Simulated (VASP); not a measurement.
A run of VASP 6.6.1:

Contents of INCAR:

```
SYSTEM = Ba
  PREC = Accurate
  ENCUT = 600
  EDIFF = 1E-7
  ISMEAR = -1
  SIGMA = 0.05
  LREAL = .False.
  LASPH = .True.
  NELM = 100
  ALGO = Normal
  ISIF = 3
  LWAVE = .False.
  LCHARG = .False.
  GGA = PS
  IBRION = 2
  NSW = 60
  EDIFFG = -0.01
  PSTRESS = 300.0
```

File KPOINTS:

```
regular mesh
0
Gamma
  8 8 8
  0 0 0
```

POSCAR

```
Ba
1.0
   -2.5065000000      2.5065000000      2.5065000000
    2.5065000000     -2.5065000000      2.5065000000
    2.5065000000      2.5065000000     -2.5065000000
Ba
1
Direct
    0.0000000000      0.0000000000      0.0000000000
```

Potentials or basis: VASP PAW PBE potentials, release 64 (Ba_sv).

Run with:

```console
$ cat potpaw_PBE.64/Ba_sv/POTCAR > POTCAR
$ mpirun -np 1 vasp_std > vasp.out
```

Hardware: 1 thread of Intel(R) Xeon(R) Platinum 8259CL CPU @ 2.50GHz (Skylake/Cascade Lake) (shared host).

**Question.** How long does it take, and how much memory?

**Answer.** It took 3.2 min on 1 thread of Intel(R) Xeon(R) Platinum 8259CL CPU @ 2.50GHz (Skylake/Cascade Lake), with other jobs on the host, peak memory 0.34 GiB. Counts: scf iterations 118, k points 29, ion steps 12.
